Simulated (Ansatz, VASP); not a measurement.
One calculation of KCl, two programs

```
K Cl
1.0
    -0.04214    3.14485    3.14485
     3.14485   -0.04214    3.14485
     3.10271    3.10271    0.00000
K Cl
1 1
Direct
  0.00000 0.00000 0.00000
  0.50000 0.50000 0.50000
```

Change from the starting cell: shear_xy strain -2.7%.

Alike in both runs: task single point; functional PBE; k mesh 8 × 8 × 8; occupations fermi-dirac, width 0.02 eV; no spin polarisation.

```csv
,VASP,Ansatz
version,VASP 6.6.1,Ansatz 0.2.0
potentials or method,"VASP PAW PBE potentials, release 64 (K_sv, Cl)","plane waves, PAW"
plane-wave cutoff (eV),520,420
valence electrons in the cell,16,16
```

```tsv
	VASP	Ansatz	Ansatz less VASP
gap on the k mesh at the Fermi level (eV)	5.16	5.17	+0.002
pressure (GPa)	0.8	0.8	-0.02
traceless stress, the component that is largest in VASP (GPa)	0.17	0.17	+0.002
```
